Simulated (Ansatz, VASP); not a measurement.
**Cd in VASP and in Ansatz**

The input INCAR:

```
  PREC = Accurate
  ENCUT = 520
  EDIFF = 1E-7
  ISMEAR = -1
  SIGMA = 0.1
  LREAL = F
  LASPH = T
  NELM = 100
  ALGO = Normal
  ISIF = 2
  LWAVE = F
  LCHARG = T
  GGA = PE
  LELF = T
  LVHAR = T
  NBANDS = 12
```

The input KPOINTS:

```
regular mesh
0
Gamma
  17 17 17
```

File POSCAR:

```
Cd
1.0
    2.9123102282      0.0000000000      0.0000000000
    0.0000000000      2.9123102282      0.0000000000
    0.0000000000      0.0000000000      2.9123102282
Cd
1
Direct
    0.0000000000      0.0000000000      0.0000000000
```

Input for Ansatz:

```yaml
crystal:
  lattice:
    - [2.9123102282, 0.0, 0.0]
    - [0.0, 2.9123102282, 0.0]
    - [0.0, 0.0, 2.9123102282]
  atoms:
    - { symbol: Cd, position: [0.0, 0.0, 0.0] }
hamiltonian:
  xc: pbe
  pseudopotentials:
    kind: paw
    azcp:
      Cd: "pseudopotentials/Cd.paw.azcp"
basis:
  ecutwfc: 420
  fft_grid_basis: typed
kpoints:
  mp_grid: { grid: [17, 17, 17], shift: [0, 0, 0] }
magnetization:
  spin_polarized: false
scf:
  occupations: { method: fermi_dirac, width: 0.1 }
output:
  stress: true
```

Alike in both runs: task single point; functional PBE; k mesh 17 × 17 × 17; occupations fermi-dirac, width 0.1 eV; no spin polarisation.

|  | VASP | Ansatz |
| --- | --- | --- |
| version | VASP 6.6.1 | Ansatz 0.2.0 |
| potentials or method | VASP PAW PBE potentials, release 64 (Cd), cutoff 520 eV | plane waves (420 eV) with PAW, scalar-relativistic |
| valence electrons in the cell | 12 | 20 |

Ansatz gave:

- pressure (GPa): 3.4

What did VASP give for the same quantities?

Pressure (GPa): 3.7.

The functional is the same, so the differences come from potentials, cutoffs and numerics. VASP's potentials hold 12 valence electrons a cell and Ansatz's 20, so a difference there can come from the potentials and not from the codes.
